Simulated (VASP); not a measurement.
# PbS (C2/m) in VASP: single point with PBE+D3(BJ)

Aim: the single point of PbS with PBE+D3(BJ).

All numbers are computed with VASP 6.6.1; they aren't measurements. Logs are shortened: lines on timing, memory, paths and dates and some standing lists are left out, and cuts for length are marked.

## Step 1: The cell of the first run

It takes space group C2/m (No. 12, monoclinic). Conventional cell: a = 5.949 Å, b = 5.905 Å, c = 6.259 Å, α = 90.00°, β = 102.77°, γ = 90.00°. Within 3.7 Å of Pb (site symmetry m) lie 6 S at 2.74 to 3.64 Å and 1 Pb at 3.66 Å. Within 4.2 Å of S (site symmetry m) lie 6 Pb at 2.74 to 3.64 Å and 9 S at 3.80 to 4.19 Å.

## Step 2: Single point, PBE+D3(BJ)

Input file INCAR:

```
ALGO = Normal
EDIFF = 1E-7
ENCUT = 520
GGA = PE
ISIF = 2
ISMEAR = 0
IVDW = 12
LASPH = T
LCHARG = T
LELF = T
LREAL = F
LVHAR = T
LWAVE = F
NBANDS = 28
NELM = 60
PREC = Accurate
SIGMA = 0.02
```

Input file KPOINTS:

```
k-points
0
Gamma
  6 6 2
```

Input file POSCAR:

```
PbS
1.0
    2.9741210744     -2.9523103229     -0.0482088671
    2.9741210744      2.9523103229     -0.0482088671
   -1.2843754030      0.0000000000      6.1254857669
Pb S
2 2
Direct
    0.7927083847      0.7927083847      0.7356837237
    0.2072916153      0.2072916153      0.2643162763
    0.3102167276      0.3102167276      0.7125045304
    0.6897832724      0.6897832724      0.2874954696
```

Potentials or basis: VASP PAW PBE potentials, release 64 (Pb_d, S).

The run is started by

```
cat potpaw_PBE.64/Pb_d/POTCAR potpaw_PBE.64/S/POTCAR > POTCAR
mpirun -np 1 vasp_std > vasp.out
```

OUTCAR:

```text
EDIFF = 1E-7
   ENCUT = 520
   GGA = PE
   ISIF = 2
   ISMEAR = 0
   IVDW = 12
   LASPH = T
   LREAL = F
   NELM = 60
   PREC = Accurate
 IVDW          = 12

 ion  position               nearest neighbor table
   1  0.793  0.793  0.736-   4 2.74   3 2.84   3 2.96   3 2.96   3 3.11   2 3.66   2 4.04   2 4.12
                             2 4.12
   2  0.207  0.207  0.264-   3 2.74   4 2.84   4 2.96   4 2.96   4 3.11   1 3.66   1 4.04   1 4.12
                             1 4.12
   3  0.310  0.310  0.713-   2 2.74   1 2.84   1 2.96   1 2.96   1 3.11
   4  0.690  0.690  0.287-   1 2.74   2 2.84   2 2.96   2 2.96   2 3.11

  LATTYP: Found a base centered monoclinic cell.
 ALAT       =     5.9490235367
 B/A-ratio  =     0.9925361043
 C/A-ratio  =     1.0520532664
 COS(beta)  =    -0.2210501713

  Lattice vectors:

 A1 = (   2.9741210744,  -2.9523103229,  -0.0482088671)
 A2 = (   2.9741210744,   2.9523103229,  -0.0482088671)
 A3 = (  -1.2843754030,   0.0000000000,   6.1254857669)

Analysis of symmetry for initial positions (statically):
=====================================================================
 Subroutine PRICEL returns:
 Original cell was already a primitive cell.

 Routine SETGRP: Setting up the symmetry group for a
 base centered monoclinic supercell.

 Subroutine GETGRP returns: Found  4 space group operations
 (whereof  4 operations were pure point group operations)
 out of a pool of  4 trial point group operations.

The static configuration has the point symmetry C_2h.

Analysis of symmetry for dynamics (positions and initial velocities):
=====================================================================
 Subroutine PRICEL returns:
 Original cell was already a primitive cell.

 Routine SETGRP: Setting up the symmetry group for a
 base centered monoclinic supercell.

 Subroutine GETGRP returns: Found  4 space group operations
 (whereof  4 operations were pure point group operations)
 out of a pool of  4 trial point group operations.

The dynamic configuration has the point symmetry C_2h.

 Subroutine INISYM returns: Found  4 space group operations
 (whereof  4 operations are pure point group operations),
 and found     1 'primitive' translations

----------------------------------------------------------------------------------------

                                     Primitive cell

  volume of cell :     107.2044

  direct lattice vectors                    reciprocal lattice vectors
     2.974121074 -2.952310323 -0.048208867     0.168690231 -0.169358890  0.035370515
     2.974121074  2.952310323 -0.048208867     0.168690231  0.169358890  0.035370515
    -1.284375403  0.000000000  6.125485767     0.002655256  0.000000000  0.163809106

  length of vectors
     4.190925495  4.190925495  6.258689644     0.241640024  0.241640024  0.163830624

  position of ions in fractional coordinates (direct lattice)
     0.792708385  0.792708385  0.735683724
     0.207291615  0.207291615  0.264316276
     0.310216728  0.310216728  0.712504530
     0.689783272  0.689783272  0.287495470

  ion indices of the primitive-cell ions
   primitive index   ion index
                 1           1
                 2           2
                 3           3
                 4           4

----------------------------------------------------------------------------------------

 KPOINTS: k-points

Automatic generation of k-mesh.
 Grid dimensions read from file:
 generate k-points for:    6    6    2

 Generating k-lattice:

  Cartesian coordinates                     Fractional coordinates (reciprocal lattice)
     0.028115039 -0.028226482  0.005895086     0.166666667  0.000000000 -0.000000000
     0.028115039  0.028226482  0.005895086     0.000000000  0.166666667 -0.000000000
     0.001327628  0.000000000  0.081904553     0.000000000  0.000000000  0.500000000

  Length of vectors
     0.040273337  0.040273337  0.081915312

  Shift w.r.t. Gamma in fractional coordinates (k-lattice)
     0.000000000  0.000000000  0.000000000

 Subroutine IBZKPT returns following result:
 ===========================================

 Found     26 irreducible k-points:

 Following reciprocal coordinates:
            Coordinates               Weight
  0.000000  0.000000  0.000000      1.000000
  0.166667  0.000000  0.000000      4.000000
  0.333333  0.000000  0.000000      4.000000
  0.500000  0.000000  0.000000      2.000000
  0.166667  0.166667  0.000000      2.000000
  0.333333  0.166667  0.000000      4.000000
[... 16 lines left out ...]
  0.333333  0.333333  0.500000      2.000000
  0.500000  0.333333  0.500000      4.000000
 [... further k-points ...]
   k-points           NKPTS =     26   k-points in BZ     NKDIM =     26   number of bands    NBANDS=     28
   number of dos      NEDOS =    301   number of ions     NIONS =      4
   total plane-waves  NPLWV =  49152
   dimension x,y,z NGX =    32 NGY =   32 NGZ =   48
   dimension x,y,z NGXF=    64 NGYF=   64 NGZF=   96
   ions per type =               2   2
   NGX,Y,Z   is equivalent  to a cutoff of  12.69, 12.69, 12.75 a.u.
   NGXF,Y,Z  is equivalent  to a cutoff of  25.39, 25.39, 25.50 a.u.
 SYSTEM =  unknown system
   PREC   = accura    normal or accurate (medium, high low for compatibility)
   ISTART =      0    job   : 0-new  1-cont  2-samecut
   ICHARG =      2    charge: 1-file 2-atom 10-const
   ISPIN  =      1    spin polarized calculation?
   LNONCOLLINEAR =      F non collinear calculations
   LSORBIT =      F    spin-orbit coupling
   LASPH  =      T    aspherical Exc in radial PAW
   ENCUT  =  520.0 eV  38.22 Ry    6.18 a.u.   7.79  7.79 11.64*2*pi/ulx,y,z
   NELM   =     60;   NELMIN=  2; NELMDL= -5     # of ELM steps
   EDIFF  = 0.1E-06   stopping-criterion for ELM
   LREAL  =      F    real-space projection
   EDIFFG = 0.1E-05   stopping-criterion for IOM
   NSW    =      0    number of steps for IOM
   IBRION =     -1    ionic relax: 0-MD 1-quasi-New 2-CG
   NFREE  =      0    steps in history (QN), initial steepest desc. (CG)
   ISIF   =      2    stress and relaxation
   ISYM   =      2    0-nonsym 1-usesym 2-fastsym
   POTIM  = 0.5000    time-step for ionic-motion
   TEBEG  =    0.0;   TEEND  =   0.0 temperature during run
   PSTRESS=    0.0 pullay stress
   NELECT =      40.0000    total number of electrons
   NUPDOWN=      -1.0000    fix difference up-down
   EMIN   =  10.00;   EMAX   =-10.00  energy-range for DOS
   EFERMI =   0.00;   METHOD = LEGACY
   ISMEAR =     0;   SIGMA  =   0.02  broadening in eV -4-tet -1-fermi 0-gaus
   EFERMI_NEDOS =   21; number of points for ismear=-14 and -15
   IALGO  =     38    algorithm
   IMIX   =      4    mixing-type and parameters
     AMIX     =   0.40;   BMIX     =  1.00
     AMIX_MAG =   1.60;   BMIX_MAG =  1.00
  volume/ion in A,a.u.               =      26.80       180.86
  Fermi-wavevector in a.u.,A,eV,Ry     =   1.178575  2.227184 18.899029  1.389039
  Thomas-Fermi vector in A             =   2.314902
   LORBIT       =      0    0 simple, 1 ext, 2 COOP (PROOUT), +10 PAW based schemes
   GGA     = PE    functional components
   LHFCALC =     F    Hartree Fock is set to
   AEXX    =    0.0000 exact exchange contribution
   IVDW    =    12    specifies the selected vdW correction
   LEPSILON=     F    determine dielectric tensor
   LRPA    =     F    only Hartree local field effects (RPA)
 non-spin polarized calculation
 Gauss-broadening in eV      SIGMA  =   0.02
  energy-cutoff  :      520.00
  volume of cell :      107.20
 maximum number of plane-waves:      2898
   NGX = 15   NGY = 15   NGZ = 23

 number of electron      40.0000001 magnetization

 Free energy of the ion-electron system (eV)
  ---------------------------------------------------
  ext. energy  EPLUGINS =         0.00000000
  ---------------------------------------------------
  free energy    TOTEN  =       -17.26958093 eV

  energy without entropy =      -17.26958093  energy(sigma->0) =      -17.26958093

 E-fermi :   5.0019     XC(G=0):  -9.5229

 val. band max:        4.8716086608   @ k =   0.5000   0.0000   0.5000
 cond. band min:       6.2048255923   @ k =   0.0000   0.0000   0.5000
 fundamental gap:      1.3332169315
 Fermi energy:         5.0019058914

 k-point     1 :       0.0000    0.0000    0.0000
  band No.  band energies     occupation
      1     -11.4723      2.00000
      2     -11.3812      2.00000
      3     -11.3615      2.00000
      4     -11.3490      2.00000
      5     -11.3205      2.00000
      6     -11.3169      2.00000
[... 20 lines left out ...]
     27      10.9727      0.00000
     28      12.1725      0.00000

 k-point     2 :       0.1667    0.0000    0.0000
  band No.  band energies     occupation
      1     -11.4566      2.00000
      2     -11.3755      2.00000
      3     -11.3515      2.00000
      4     -11.3431      2.00000
      5     -11.3261      2.00000
      6     -11.3241      2.00000
[... 20 lines left out ...]
     27      11.1667      0.00000
     28      12.2924      0.00000

 k-point     3 :       0.3333    0.0000    0.0000
  band No.  band energies     occupation
      1     -11.4239      2.00000
      2     -11.3666      2.00000
      3     -11.3435      2.00000
      4     -11.3386      2.00000
      5     -11.3360      2.00000
      6     -11.3253      2.00000
[... 20 lines left out ...]
     27      12.8306      0.00000
     28      12.8781      0.00000

 k-point     4 :       0.5000    0.0000    0.0000
  band No.  band energies     occupation
      1     -11.4045      2.00000
      2     -11.3691      2.00000
      3     -11.3467      2.00000
      4     -11.3458      2.00000
      5     -11.3281      2.00000
      6     -11.3249      2.00000
[... 20 lines left out ...]
     27      13.1671      0.00000
     28      13.7606      0.00000

 k-point     5 :       0.1667    0.1667    0.0000
  band No.  band energies     occupation
      1     -11.4480      2.00000
      2     -11.3584      2.00000
      3     -11.3417      2.00000
      4     -11.3412      2.00000
      5     -11.3402      2.00000
      6     -11.3300      2.00000
[... 20 lines left out ...]
     27      11.6580      0.00000
     28      12.4507      0.00000

 k-point     6 :       0.3333    0.1667    0.0000
  band No.  band energies     occupation
      1     -11.4331      2.00000
      2     -11.3763      2.00000
      3     -11.3475      2.00000
      4     -11.3412      2.00000
      5     -11.3332      2.00000
      6     -11.3162      2.00000
[... 463 lines left out ...]
      5     -11.3286      2.00000
      6     -11.3231      2.00000
[... 20 lines left out ...]
     27      12.4896      0.00000
     28      13.6310      0.00000

 k-point    22 :      -0.1667    0.1667    0.5000
  band No.  band energies     occupation
      1     -11.4450      2.00000
      2     -11.3503      2.00000
      3     -11.3395      2.00000
      4     -11.3381      2.00000
      5     -11.3365      2.00000
      6     -11.3297      2.00000
[... 20 lines left out ...]
     27      12.6542      0.00000
     28      13.0233      0.00000

 k-point    23 :       0.3333    0.3333    0.5000
  band No.  band energies     occupation
      1     -11.4349      2.00000
      2     -11.4147      2.00000
      3     -11.3631      2.00000
      4     -11.3379      2.00000
      5     -11.3361      2.00000
      6     -11.3076      2.00000
[... 20 lines left out ...]
     27      12.1889      0.00000
     28      12.6519      0.00000

 k-point    24 :       0.5000    0.3333    0.5000
  band No.  band energies     occupation
      1     -11.4379      2.00000
      2     -11.4297      2.00000
      3     -11.3599      2.00000
      4     -11.3436      2.00000
      5     -11.3284      2.00000
      6     -11.3104      2.00000
[... 20 lines left out ...]
     27      12.1256      0.00000
     28      12.9320      0.00000

 [... further k-points ...]

------------------------ aborting loop because EDIFF is reached ----------------------------------------

 Edisp (eV)   -1.35854

 E8    (eV) :    -0.6135

  FORCE on cell =-STRESS in cart. coord.  units (eV):
  Direction    XX          YY          ZZ          XY          YZ          ZX
  --------------------------------------------------------------------------------------
  -------------------------------------------------------------------------------------
  Total      -0.06561    -0.07498    -0.08126     0.00000     0.00000     0.00670
  in kB      -0.98059    -1.12063    -1.21450     0.00000     0.00000     0.10008
  external pressure =       -1.11 kB  Pullay stress =        0.00 kB

 VOLUME and BASIS-vectors are now :
 -----------------------------------------------------------------------------
  energy-cutoff  :      520.00
  volume of cell :      107.20
      direct lattice vectors                 reciprocal lattice vectors
     2.974121074 -2.952310323 -0.048208867     0.168690231 -0.169358890  0.035370515
     2.974121074  2.952310323 -0.048208867     0.168690231  0.169358890  0.035370515
    -1.284375403  0.000000000  6.125485767     0.002655256  0.000000000  0.163809106

 POSITION                                       TOTAL-FORCE (eV/Angst)
 -----------------------------------------------------------------------------------
      3.77033      0.00000      4.42999        -0.008420      0.000000     -0.010554
      0.89354      0.00000      1.59908         0.008420      0.000000      0.010554
      0.93012      0.00000      4.33453         0.000382      0.000000     -0.005987
      3.73375      0.00000      1.69454        -0.000382      0.000000      0.005987
 -----------------------------------------------------------------------------------
    total drift:                               -0.000000     -0.000000     -0.000000

  FREE ENERGIE OF THE ION-ELECTRON SYSTEM (eV)
  ---------------------------------------------------
  free  energy   TOTEN  =       -18.6281192713 eV

  energy  without entropy=      -18.6281192713  energy(sigma->0) =      -18.62811927
```

Wall time 87 s (1 thread of Intel Xeon 8259CL, shared host); peak memory 0.25 GiB.

What came out:

* Free energy: -18.6281 eV
* Pressure: -0.1 GPa
* Largest force: 0.014 eV/Å
* Band gap on the k mesh: 1.33 eV (least direct gap 1.64 eV)
* Dispersion energy per atom: -0.340 eV

Forces on the atoms (eV/Å):
```
Pb  -0.008  0.000 -0.011
Pb   0.008  0.000  0.011
S    0.000  0.000 -0.006
S    0.000  0.000  0.006
```

Levels at points of the mesh, in eV from the valence-band top:
| k point | band 17 | band 18 | band 19 | band 20 | band 21 | band 22 | band 23 | band 24 |
| --- | --- | --- | --- | --- | --- | --- | --- | --- |
| (0.00, 0.00, 0.00) | -2.60 | -1.67 | -1.62 | -0.35 | 4.72 | 4.76 | 5.13 | 5.40 |
| (0.50, 0.00, 0.00) | -1.30 | -1.13 | -0.14 | -0.01 | 1.78 | 1.79 | 3.05 | 3.14 |
| (0.50, 0.50, 0.00) | -3.09 | -2.77 | -2.38 | -1.49 | 3.49 | 4.48 | 5.16 | 6.17 |
| (0.00, 0.00, 0.50) | -1.99 | -1.69 | -1.64 | -0.57 | 1.33 | 4.30 | 5.02 | 5.30 |
| (0.50, 0.00, 0.50) | -1.29 | -1.08 | -0.31 | 0.00 | 1.64 | 1.85 | 2.79 | 2.83 |
| (0.50, 0.50, 0.50) | -3.31 | -3.17 | -1.41 | -0.63 | 2.91 | 3.37 | 4.64 | 5.42 |

Caveat: the k points lie up to 0.51 Å⁻¹ apart; spin-orbit coupling is left out, which moves the levels of the heavy elements.
